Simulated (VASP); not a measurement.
# BPtF6 (R-3) in VASP: settings compared

BPtF6 is run at these levels: PBE, PBE+U; tasks: relaxation of cell and atoms.

All numbers are computed with VASP 6.6.1; they aren't measurements. Logs are shortened: lines on timing, memory, paths and dates and some standing lists are left out, and cuts for length are marked.

## 1. The cell of the first run

The structure is trigonal, space group R-3 (No. 148). The conventional cell has a = 4.903 Å, b = 4.903 Å, c = 13.604 Å, α = 90.00°, β = 90.00°, γ = 120.00°. B (site symmetry -3) has 6 F at 1.95 Å within 2.6 Å. Within 2.5 Å of F (site symmetry 1) lie 1 Pt at 1.89 Å and 1 B at 1.95 Å. Pt (site symmetry -3) has 6 F at 1.89 Å within 2.5 Å.

## 2. Relaxation of cell and atoms, PBE

Contents of INCAR:

```
SYSTEM = BPtF6
PREC     = Accurate       ! precision mode
ENCUT    = 600            ! plane-wave cutoff, eV
EDIFF    = 1E-6           ! SCF threshold, eV
ISMEAR   = -1             ! smearing method
SIGMA    = 0.0476         ! smearing width, eV
LREAL    = .FALSE.        ! projectors in reciprocal space
LASPH    = .TRUE.         ! aspherical terms in the spheres
NELM     = 100            ! most SCF steps
ALGO     = Normal         ! electronic algorithm
ISIF     = 3              ! what is computed and relaxed
LWAVE    = .FALSE.        ! write WAVECAR
LCHARG   = .FALSE.        ! write CHGCAR
GGA      = PE             ! functional
IBRION   = 2              ! ionic algorithm
NSW      = 60             ! ionic steps
EDIFFG   = -0.01          ! ionic threshold
```

Contents of KPOINTS:

```
regular mesh
0
G
  5 5 5
  0 0 0
```

Contents of POSCAR:

```
BPtF6
1.0
    4.9025950000      0.0000000000      0.0000000000
   -2.4512970000      4.2457760000      0.0000000000
   -2.4512970000      1.4152590000      4.5346510000
B F Pt
1 6 1
Direct
    0.5000000000      0.5000000000      0.5000000000
    0.2420000000      0.1180000000      0.7510000000
    0.8820000000      0.3730000000      0.7510000000
    0.6270000000      0.7580000000      0.7510000000
    0.7580000000      0.8820000000      0.2490000000
    0.1180000000      0.6270000000      0.2490000000
    0.3730000000      0.2420000000      0.2490000000
    0.0000000000      0.0000000000      0.0000000000
```

Potentials or basis: VASP PAW PBE potentials, release 64 (B, F, Pt).

Started as:

```console
cat potpaw_PBE.64/B/POTCAR potpaw_PBE.64/F/POTCAR potpaw_PBE.64/Pt/POTCAR > POTCAR
mpirun -np 1 vasp_std > vasp.out
```

OUTCAR:

```text
SYSTEM = BPtF6
   PREC = Accurate
   ENCUT = 600
   EDIFF = 1E-6
   ISMEAR = -1
   LREAL = .FALSE.
   LASPH = .TRUE.
   NELM = 100
   ISIF = 3
   GGA = PE
   IBRION = 2
   NSW = 60
   EDIFFG = -0.01

 ion  position               nearest neighbor table
   1  0.500  0.500  0.500-   3 1.95   6 1.95   5 1.95   2 1.95   4 1.95   7 1.95
   2  0.242  0.118  0.751-   8 1.89   1 1.95
   3  0.882  0.373  0.751-   8 1.89   1 1.95
   4  0.627  0.758  0.751-   8 1.89   1 1.95
   5  0.758  0.882  0.249-   8 1.89   1 1.95
   6  0.118  0.627  0.249-   8 1.89   1 1.95
   7  0.373  0.242  0.249-   8 1.89   1 1.95
   8  0.000  0.000  0.000-   2 1.89   5 1.89   3 1.89   6 1.89   4 1.89   7 1.89

  LATTYP: Found a trigonal (rhomboedric) cell.
 ALAT       =     5.3455482580
 COS(alpha) =     0.5794300223

  Lattice vectors:

 A1 = (   0.0000000000,  -2.8305170000,   4.5346510000)
 A2 = (   2.4512980000,   1.4152590000,   4.5346510000)
 A3 = (  -2.4512970000,   1.4152590000,   4.5346510000)

Analysis of symmetry for initial positions (statically):
=====================================================================
 Subroutine PRICEL returns:
 Original cell was already a primitive cell.

 Routine SETGRP: Setting up the symmetry group for a
 trigonal (rhombohedral) supercell.

 Subroutine GETGRP returns: Found  6 space group operations
 (whereof  6 operations were pure point group operations)
 out of a pool of 12 trial point group operations.

The static configuration has the point symmetry S_6 .

Analysis of symmetry for dynamics (positions and initial velocities):
=====================================================================
 Subroutine PRICEL returns:
 Original cell was already a primitive cell.

 Routine SETGRP: Setting up the symmetry group for a
 trigonal (rhombohedral) supercell.

 Subroutine GETGRP returns: Found  6 space group operations
 (whereof  6 operations were pure point group operations)
 out of a pool of 12 trial point group operations.

The dynamic configuration has the point symmetry S_6 .

 Subroutine INISYM returns: Found  6 space group operations
 (whereof  6 operations are pure point group operations),
 and found     1 'primitive' translations

----------------------------------------------------------------------------------------

                                     Primitive cell

  volume of cell :      94.3902

  direct lattice vectors                    reciprocal lattice vectors
     4.902595000  0.000000000  0.000000000     0.203973610  0.117764078  0.073508022
    -2.451297000  4.245776000  0.000000000     0.000000000  0.235528205 -0.073508063
    -2.451297000  1.415259000  4.534651000     0.000000000  0.000000000  0.220524137

  length of vectors
     4.902595000  4.902598375  5.345547185     0.246732732  0.246732589  0.220524137

  position of ions in fractional coordinates (direct lattice)
     0.500000000  0.500000000  0.500000000
     0.242000000  0.118000000  0.751000000
     0.882000000  0.373000000  0.751000000
     0.627000000  0.758000000  0.751000000
     0.758000000  0.882000000  0.249000000
     0.118000000  0.627000000  0.249000000
     0.373000000  0.242000000  0.249000000
     0.000000000  0.000000000  0.000000000

  ion indices of the primitive-cell ions
   primitive index   ion index
                 1           1
                 2           2
                 3           3
                 4           4
                 5           5
                 6           6
                 7           7
                 8           8

----------------------------------------------------------------------------------------

 KPOINTS: regular mesh

Automatic generation of k-mesh.
 Grid dimensions read from file:
 generate k-points for:    5    5    5

 Generating k-lattice:

  Cartesian coordinates                     Fractional coordinates (reciprocal lattice)
     0.040794722  0.023552816  0.014701604     0.200000000 -0.000000000  0.000000000
     0.000000000  0.047105641 -0.014701613     0.000000000  0.200000000  0.000000000
     0.000000000  0.000000000  0.044104827     0.000000000  0.000000000  0.200000000

  Length of vectors
     0.049346546  0.049346518  0.044104827

  Shift w.r.t. Gamma in fractional coordinates (k-lattice)
     0.000000000  0.000000000  0.000000000

 Subroutine IBZKPT returns following result:
 ===========================================

 Found     23 irreducible k-points:

 Following reciprocal coordinates:
            Coordinates               Weight
  0.000000  0.000000  0.000000      1.000000
  0.200000 -0.000000  0.000000      6.000000
  0.400000 -0.000000  0.000000      6.000000
  0.200000  0.200000  0.000000      6.000000
  0.400000  0.200000  0.000000      6.000000
  0.400000  0.400000 -0.400000      6.000000
[... 15 lines left out ...]
  0.000000  0.000000  0.400000      2.000000
  0.200000 -0.000000  0.400000      6.000000
   k-points           NKPTS =     23   k-points in BZ     NKDIM =     23   number of bands    NBANDS=     33
   number of dos      NEDOS =    301   number of ions     NIONS =      8
   total plane-waves  NPLWV =  76800
   dimension x,y,z NGX =    40 NGY =   40 NGZ =   48
   dimension x,y,z NGXF=    80 NGYF=   80 NGZF=   96
   ions per type =               1   6   1
   NGX,Y,Z   is equivalent  to a cutoff of  13.56, 13.56, 14.93 a.u.
   NGXF,Y,Z  is equivalent  to a cutoff of  27.13, 27.13, 29.86 a.u.
 SYSTEM =  BPtF6
   PREC   = accura    normal or accurate (medium, high low for compatibility)
   ISTART =      0    job   : 0-new  1-cont  2-samecut
   ICHARG =      2    charge: 1-file 2-atom 10-const
   ISPIN  =      1    spin polarized calculation?
   LNONCOLLINEAR =      F non collinear calculations
   LSORBIT =      F    spin-orbit coupling
   LASPH  =      T    aspherical Exc in radial PAW
   ENCUT  =  600.0 eV  44.10 Ry    6.64 a.u.   9.79  9.79 10.68*2*pi/ulx,y,z
   NELM   =    100;   NELMIN=  2; NELMDL= -5     # of ELM steps
   EDIFF  = 0.1E-05   stopping-criterion for ELM
   LREAL  =      F    real-space projection
   EDIFFG = -.1E-01   stopping-criterion for IOM
   NSW    =     60    number of steps for IOM
   IBRION =      2    ionic relax: 0-MD 1-quasi-New 2-CG
   NFREE  =      1    steps in history (QN), initial steepest desc. (CG)
   ISIF   =      3    stress and relaxation
   ISYM   =      2    0-nonsym 1-usesym 2-fastsym
   POTIM  = 0.5000    time-step for ionic-motion
   TEBEG  =    0.0;   TEEND  =   0.0 temperature during run
   PSTRESS=    0.0 pullay stress
   NELECT =      55.0000    total number of electrons
   NUPDOWN=      -1.0000    fix difference up-down
   EMIN   =  10.00;   EMAX   =-10.00  energy-range for DOS
   EFERMI =   0.00;   METHOD = LEGACY
   ISMEAR =    -1;   SIGMA  =   0.05  broadening in eV -4-tet -1-fermi 0-gaus
   EFERMI_NEDOS =   21; number of points for ismear=-14 and -15
   IALGO  =     38    algorithm
   IMIX   =      4    mixing-type and parameters
     AMIX     =   0.40;   BMIX     =  1.00
     AMIX_MAG =   1.60;   BMIX_MAG =  1.00
  volume/ion in A,a.u.               =      11.80        79.62
  Fermi-wavevector in a.u.,A,eV,Ry     =   1.367372  2.583959 25.438904  1.869707
  Thomas-Fermi vector in A             =   2.493430
   LORBIT       =      0    0 simple, 1 ext, 2 COOP (PROOUT), +10 PAW based schemes
   GGA     = PE    functional components
   LHFCALC =     F    Hartree Fock is set to
   AEXX    =    0.0000 exact exchange contribution
   IVDW    =     0    specifies the selected vdW correction
   LEPSILON=     F    determine dielectric tensor
   LRPA    =     F    only Hartree local field effects (RPA)
 conjugate gradient relaxation of ions
 non-spin polarized calculation
  energy-cutoff  :      600.00
  volume of cell :       94.39
 maximum number of plane-waves:      3175
   NGX = 19   NGY = 19   NGZ = 21

--------------------------------------- Ionic step        1  -------------------------------------------

 number of electron      54.9999998 magnetization

 Free energy of the ion-electron system (eV)
  ---------------------------------------------------
  ext. energy  EPLUGINS =         0.00000000
  ---------------------------------------------------
  free energy    TOTEN  =       -31.52506776 eV

  energy without entropy =      -31.49938733  energy(sigma->0) =      -31.51222754

------------------------ aborting loop because EDIFF is reached ----------------------------------------

  FORCE on cell =-STRESS in cart. coord.  units (eV):
  Direction    XX          YY          ZZ          XY          YZ          ZX
  --------------------------------------------------------------------------------------
  -------------------------------------------------------------------------------------
  Total        6.0184588      6.0184707      5.7140955     -0.0000367      0.0000004      0.0000004
  in kB      102.1571841    102.1573855     96.9909278     -0.0006226      0.0000071      0.0000071
  external PRESSURE =     100.4351658 kB  Pullay stress =       0.0000000 kB
[... 107 lines left out ...]
  FREE ENERGIE OF THE ION-ELECTRON SYSTEM (eV)
  ---------------------------------------------------
  free  energy   TOTEN  =       -33.5304922962 eV

  energy  without entropy=      -33.4869011042  energy(sigma->0) =      -33.50869670

 E-fermi :   0.9038     XC(G=0):  -9.8524

 val. band max:        0.9033570810   @ k =   0.4000   0.4000   0.0000
 cond. band min:       0.9113633965   @ k =   0.0000   0.0000   0.4000
 fundamental gap:      0.0080063155
 Fermi energy:         0.9038259092

 k-point     1 :       0.0000    0.0000    0.0000
  band No.  band energies     occupation
      1     -23.3758      2.00000
      2     -21.9404      2.00000
      3     -21.9403      2.00000
      4     -21.9248      2.00000
      5     -21.3991      2.00000
      6     -21.3991      2.00000
[... 817 lines left out ...]
     32      10.7144      0.00000
     33      11.1372      0.00000

[... ionic steps 4 to 19 ...]

--------------------------------------- Ionic step       20  -------------------------------------------

 number of electron      55.0000002 magnetization

------------------------ aborting loop because EDIFF is reached ----------------------------------------

  FORCE on cell =-STRESS in cart. coord.  units (eV):
  Direction    XX          YY          ZZ          XY          YZ          ZX
  --------------------------------------------------------------------------------------
  -------------------------------------------------------------------------------------
  Total       -0.0508939     -0.0508940      0.0122447      0.0000023      0.0000000      0.0000000
  in kB       -0.9715059     -0.9715077      0.2337377      0.0000432      0.0000000      0.0000000
  external PRESSURE =      -0.5697586 kB  Pullay stress =       0.0000000 kB
[... 69 lines left out ...]
  energy  without entropy=      -35.5001161496  energy(sigma->0) =      -35.53225391

--------------------------------------- Ionic step       22  -------------------------------------------

 number of electron      55.0000002 magnetization

 Free energy of the ion-electron system (eV)
  ---------------------------------------------------
  ext. energy  EPLUGINS =         0.00000000
  ---------------------------------------------------
  free energy    TOTEN  =       -35.56452137 eV

  energy without entropy =      -35.50008015  energy(sigma->0) =      -35.53230076

 E-fermi :   2.6362     XC(G=0): -10.4566

 val. band max:        2.6284335899   @ k =   0.2000   0.2000  -0.4000
 cond. band min:       2.6379120191   @ k =   0.4000  -0.4000   0.2000
 fundamental gap:      0.0094784292
 Fermi energy:         2.6361984923

 k-point     1 :       0.0000    0.0000    0.0000
  band No.  band energies     occupation
      1     -22.7981      2.00000
      2     -21.1933      2.00000
      3     -21.1914      2.00000
      4     -21.1914      2.00000
      5     -20.7295      2.00000
      6     -20.7295      2.00000
[... 852 lines left out ...]
  FREE ENERGIE OF THE ION-ELECTRON SYSTEM (eV)
  ---------------------------------------------------
  free  energy   TOTEN  =       -35.5645213666 eV

  energy  without entropy=      -35.5000801506  energy(sigma->0) =      -35.53230076

 reached required accuracy - stopping structural energy minimisation
```

Run time: 25 min. Hardware: 1 thread of AMD EPYC 7R43 (Zen 3), shared host; peak memory 0.27 GiB.

What came out:

```
Free energy                           : -35.5645 eV
Relaxed volume                        : 10.48 Å³/atom
Relaxed cell                          : a = 4.769 Å, b = 4.769 Å, c = 5.070 Å, α = 61.95°, β = 118.05°, γ = 120.00°
Space group after relaxing (to 0.1 Å) : R-3 (No. 148)
Energy gained by relaxing             : 504.9 meV/atom
Ionic steps                           : 22
Pressure after relaxing               : 0.0 GPa
Band gap on the k mesh                : zero (an odd number of electrons rules out a gap without spin polarisation)
```

Forces on the atoms (eV/Å):
```
B    0.000  0.000  0.000
F    0.001  0.002  0.001
F   -0.002  0.001  0.001
F    0.001 -0.002  0.001
F   -0.001 -0.002 -0.001
F    0.002 -0.001 -0.001
F   -0.001  0.002 -0.001
Pt   0.000  0.000  0.000
```

Step by step:
```csv
step,energy change (eV),largest force (eV/Å),pressure (GPa),volume (Å³)
1,0.0000,3.8145,10.04,94.39
2,-2.0058,1.5905,-18.48,104.86
3,-2.0054,1.6009,-18.31,104.75
4,-3.6599,1.0063,-7.19,92.46
5,-3.6740,0.7050,-8.93,93.37
6,-4.0043,0.0654,-2.05,87.10
7,-4.0100,0.1494,-0.76,86.27
8,-4.0166,0.1216,0.03,85.77
9,-4.0173,0.1631,0.42,85.53
10,-4.0228,0.1467,0.23,85.44
11,-4.0330,0.1046,-0.36,85.18
12,-4.0216,0.1393,-1.61,84.64
13,-4.0342,0.0982,-0.66,85.06
14,-4.0376,0.0379,0.14,84.32
15,-4.0376,0.0330,0.09,84.37
16,-4.0382,0.0238,-0.02,84.37
17,-4.0383,0.0311,-0.08,84.37
18,-4.0387,0.0244,-0.07,84.29
19,-4.0393,0.0124,-0.06,84.04
20,-4.0394,0.0163,-0.06,83.93
21,-4.0393,0.0275,0.13,83.76
22,-4.0395,0.0026,0.01,83.87
```

Final structure:
```xyz
8
Lattice="4.7693 0.0000 0.0000 -2.3846 4.1303 0.0000 -2.3846 1.3768 4.2575" Properties=species:S:1:pos:R:3 pbc="T T T"
B     0.0000    2.7536    2.1288
F    -0.6832    1.5979    3.0573
F     1.3424    2.7397    3.0573
F    -0.6592    3.9231    3.0573
F     0.6832    3.9092    1.2002
F    -1.3424    2.7674    1.2002
F     0.6593    1.5840    1.2002
Pt    0.0000    0.0000    0.0000
```

Levels at points of the mesh, in eV from the Fermi level:
| k point | band 24 | band 25 | band 26 | band 27 | band 28 | band 29 | band 30 | band 31 |
| --- | --- | --- | --- | --- | --- | --- | --- | --- |
| (0.00, 0.00, 0.00) | -3.40 | -1.94 | -1.94 | -1.93 | 0.35 | 0.35 | 3.04 | 8.76 |

Caveat: spin-orbit coupling is left out, which moves the levels of the heavy elements; an odd number of electrons without spin polarisation forces a metal; a magnetic or distorted state may lie lower.

(Part 1 of 2 ends here.)
